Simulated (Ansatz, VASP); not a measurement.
Bi: VASP beside Ansatz

File INCAR:

```
  PREC = Accurate
  ENCUT = 520
  EDIFF = 1E-6
  ISMEAR = 0
  SIGMA = 0.15
  LREAL = False
  LASPH = True
  NELM = 60
  ALGO = Fast
  ISIF = 2
  LWAVE = False
  LCHARG = False
  GGA = PS
  NBANDS = 22
```

KPOINTS

```
regular mesh
0
Gamma
  12 12 12
```

POSCAR

```
Bi
1.0
    2.0826594288      1.2024239818      4.7097613332
   -2.0826594288      1.2024239818      4.7097613332
    0.0000000000     -2.4048479636      4.7097613332
Bi
2
Direct
    0.2338900000      0.2338900000      0.2338900000
    0.7661100000      0.7661100000      0.7661100000
```

Input for Ansatz:

```yaml
crystal:
  lattice:
    - [2.0826594288, 1.2024239818, 4.7097613332]
    - [-2.0826594288, 1.2024239818, 4.7097613332]
    - [0.0, -2.4048479636, 4.7097613332]
  atoms:
    - { symbol: Bi, position: [0.23389, 0.23389, 0.23389] }
    - { symbol: Bi, position: [0.76611, 0.76611, 0.76611] }
basis:
  ecutwfc: 420
kpoints:
  mp_grid: { grid: [12, 12, 12] }
hamiltonian:
  xc: pbesol
scf:
  occupations: { method: gaussian, width: 0.15 }
output:
  forces: true
  stress: true
  eigenvalues: true
```

Alike in both runs: task single point; functional PBEsol; k mesh 12 × 12 × 12; occupations gaussian, width 0.15 eV; no spin polarisation.

```csv
,VASP,Ansatz
version,VASP 6.6.1,Ansatz 0.2.0
potentials or method,"VASP PAW PBE potentials, release 64 (Bi_d), cutoff 520 eV","scalar-relativistic, plane waves, PAW"
valence electrons in the cell,30,30
```

VASP gave:

| Item | Value |
| --- | --- |
| gap on the k mesh at the Fermi level (eV) | none |
| pressure (GPa) | -0.5 |
| traceless stress, the component that is largest in VASP (GPa) | -2.61 |
| rms of the force components (eV/Å) | 0.079 |

Which values does Ansatz return?

gap on the k mesh at the Fermi level (eV): none; pressure (GPa): -0.5; traceless stress, the component that is largest in VASP (GPa): -2.63; rms of the force components (eV/Å): 0.082.

VASP's potentials were made for PBE, not for PBEsol. Atom by atom the forces differ by 0.003 eV/Å (rms over components). A gap of «none» marks a metal or a gap that the smearing closes.

Spin-orbit coupling is off throughout.
